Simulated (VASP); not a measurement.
A run of VASP 6.6.1:

INCAR

```
PREC = Accurate
ENCUT = 520
EDIFF = 1E-7
ISMEAR = -1
SIGMA = 0.05
LREAL = F
LASPH = T
NELM = 100
ALGO = Normal
ISIF = 2
LWAVE = F
LCHARG = F
GGA = PS
NBANDS = 11
```

KPOINTS

```
regular mesh
0
Gamma
  13 13 13
```

File POSCAR:

```
C
1.0
    0.0000000000      1.7642951235      1.7642951235
    1.7642951235      0.0000000000      1.7642951235
    1.7642951235      1.7642951235      0.0000000000
C
2
Direct
    0.7500000000      0.7500000000      0.7500000000
    0.5000000000      0.5000000000      0.5000000000
```

Potentials or basis: VASP PAW PBE potentials, release 64 (C).

Command:

```bash
$ cat potpaw_PBE.64/C/POTCAR > POTCAR
$ mpirun -np 1 vasp_std > vasp.out
```

Hardware: 1 thread of Intel(R) Xeon(R) Platinum 8259CL CPU @ 2.50GHz (Skylake/Cascade Lake) (shared host).

Problem. Estimate the wall time of this run.

Solution. Wall time 8 s on 1 thread of Intel(R) Xeon(R) Platinum 8259CL CPU @ 2.50GHz (Skylake/Cascade Lake), on a shared host, peak memory 0.12 GiB. Counts: scf iterations 12, k points 84.
